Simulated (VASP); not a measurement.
Crystal: AlRu.

```
CELL_PARAMETERS angstrom
2.99160 0.00000 0.00000
0.00000 2.99160 0.00000
0.00000 0.00000 2.99160
ATOMIC_POSITIONS crystal
Ru 0.50000 0.50000 0.50000
Al 0.00000 0.00000 0.00000
```

```yaml
Program: VASP 6.6.1
Task: relaxation of cell and atoms
Functional: PBEsol-based screened hybrid with 25 % exact exchange
Potentials_or_basis: VASP PAW PBE potentials, release 64 (Ru_pv, Al)
Cutoff: 600 eV
k_mesh: 5 × 5 × 5
Occupations: fermi-dirac, width 0.05 eV
Spin: no spin polarisation
```

At the start: pressure -6.5 GPa; volume 13.39 Å³/atom.

Question: Where does the relaxation end?

Answer: Over 3 steps the energy falls by 8.1 meV/atom and the volume is 13.00 Å³/atom (-2.9 %); space group Pm-3m (No. 221, to 0.1 Å) before and after.

Step by step:
```
step  energy change (eV)  largest force (eV/Å)  pressure (GPa)  volume (Å³)
   1              0.0000                0.0000           -6.47        26.77
   2              0.0321                0.0000           12.84        24.73
   3             -0.0162                0.0000           -0.07        26.00
```

Final structure:
```xyz
2
Lattice="2.9626 0.0000 0.0000 0.0000 2.9626 0.0000 0.0000 0.0000 2.9626" Properties=species:S:1:pos:R:3 pbc="T T T"
Ru    1.4813    1.4813    1.4813
Al    0.0000    0.0000    0.0000
```

Caveat: the k points lie up to 0.42 Å⁻¹ apart in the final cell, too coarse for converged energies and pressures of a metal; the PAW data sets were made with another functional, which shifts forces and pressure a little.
